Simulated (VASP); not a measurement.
A run of VASP 6.6.1 is set up as follows.

POSCAR

```
LiF
1.0
    0.0000000000      1.9948717404      1.9948717404
    1.9948717404      0.0000000000      1.9948717404
    1.9948717404      1.9948717404      0.0000000000
Li F
1 1
Direct
    0.0000000000      0.0000000000      0.0000000000
    0.5000000000      0.5000000000      0.5000000000
```

The input INCAR.step1:

```
PREC     = Accurate       # precision mode
ENCUT    = 500            # plane-wave cutoff, eV
EDIFF    = 1E-8           # SCF threshold, eV
ISMEAR   = 0              # smearing method
SIGMA    = 0.01           # smearing width, eV
LREAL    = F              # projectors in reciprocal space
LASPH    = T              # aspherical terms in the spheres
NELM     = 60             # most SCF steps
ALGO     = Normal         # electronic algorithm
LWAVE    = T              # write WAVECAR
LCHARG   = F              # write CHGCAR
GGA      = PE             # functional
```

Contents of INCAR.step2:

```
PREC     = Accurate       # precision mode
ENCUT    = 500            # plane-wave cutoff, eV
EDIFF    = 1E-8           # SCF threshold, eV
ISMEAR   = 0              # smearing method
SIGMA    = 0.01           # smearing width, eV
LREAL    = F              # projectors in reciprocal space
LASPH    = T              # aspherical terms in the spheres
NELM     = 1              # most SCF steps
ALGO     = Exact          # electronic algorithm
LWAVE    = T              # write WAVECAR
LCHARG   = F              # write CHGCAR
GGA      = PE             # functional
NBANDS   = 34             # bands
LOPTICS  = T              # frequency-dependent dielectric function
ISTART   = 1
```

Contents of INCAR.step3:

```
PREC     = Accurate       # precision mode
ENCUT    = 500            # plane-wave cutoff, eV
EDIFF    = 1E-8           # SCF threshold, eV
ISMEAR   = 0              # smearing method
SIGMA    = 0.01           # smearing width, eV
LREAL    = F              # projectors in reciprocal space
LASPH    = T              # aspherical terms in the spheres
ALGO     = EVGW0          # electronic algorithm
LWAVE    = F              # write WAVECAR
LCHARG   = F              # write CHGCAR
GGA      = PE             # functional
NELMGW   = 1            
NBANDS   = 34             # bands
ENCUTGW  = 80.0           # cutoff of the response function
NOMEGA   = 96             # frequency points
PRECFOCK = Fast         
ISTART   = 1            
NBANDSGW = 12           
OMEGAMAX = 30
```

Contents of KPOINTS:

```
regular mesh
0
Gamma
  8 8 8
```

Potentials or basis: VASP PAW PBE potentials, release 64 (Li_GW, F_GW).

Command:

```console
$ cat potpaw_PBE.64/Li_GW/POTCAR potpaw_PBE.64/F_GW/POTCAR > POTCAR
$ cp INCAR.step1 INCAR
$ mpirun -np 1 vasp_std > vasp.out
$ cp INCAR.step2 INCAR
$ mpirun -np 1 vasp_std > vasp.out
$ cp INCAR.step3 INCAR
$ mpirun -np 1 vasp_std > vasp.out
```

Question: Estimate the quasiparticle gap.

Answer: 13.59 eV.

Question: Predict the least direct quasiparticle gap.

Answer: 13.59 eV.

Question: Predict the least direct gap of the starting levels on the mesh.

Answer: 9.31 eV.

Question: Predict the band gap of the starting levels on the mesh.

Answer: 9.31 eV.

Caveat: bands, screening cutoff and mesh are small and nothing is extrapolated, so the quasiparticle values aren't converged.
